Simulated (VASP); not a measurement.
Ti:

```
CELL_PARAMETERS angstrom
-1.64100 1.64100 1.64100
1.64100 -1.64100 1.64100
1.64100 1.64100 -1.64100
ATOMIC_POSITIONS crystal
Ti 0.00000 0.00000 0.00000
```

| Quantity | Value |
| --- | --- |
| Program | VASP 6.6.1 |
| Task | relaxation of cell and atoms |
| Functional | PBEsol |
| Potentials or basis | VASP PAW PBE potentials, release 64 (Ti_sv) |
| Cutoff | 600 eV |
| k mesh | 11 × 11 × 11 |
| Occupations | fermi-dirac, width 0.05 eV |
| Spin | no spin polarisation |

At the start: pressure -6.9 GPa; volume 17.68 Å³/atom.

Problem. Where does the relaxation end?

Solution. Over 3 steps the energy falls by 27.4 meV/atom and the volume is 16.48 Å³/atom (-6.8 %); space group Im-3m (No. 229, to 0.05 Å).

Step by step:
| step | energy change (eV) | largest force (eV/Å) | pressure (GPa) | volume (Å³) |
| --- | --- | --- | --- | --- |
| 1 | 0.0000 | 0.0000 | -6.91 | 17.68 |
| 2 | -0.0168 | 0.0000 | 5.09 | 15.80 |
| 3 | -0.0274 | 0.0000 | 0.03 | 16.48 |

Final structure:
```
Ti
1.0
    -1.60311    1.60311    1.60311
     1.60311   -1.60311    1.60311
     1.60311    1.60311   -1.60311
Ti
1
Direct
  0.00000 0.00000 0.00000
```

Caveat: the PAW data sets were made with another functional, which shifts forces and pressure a little.
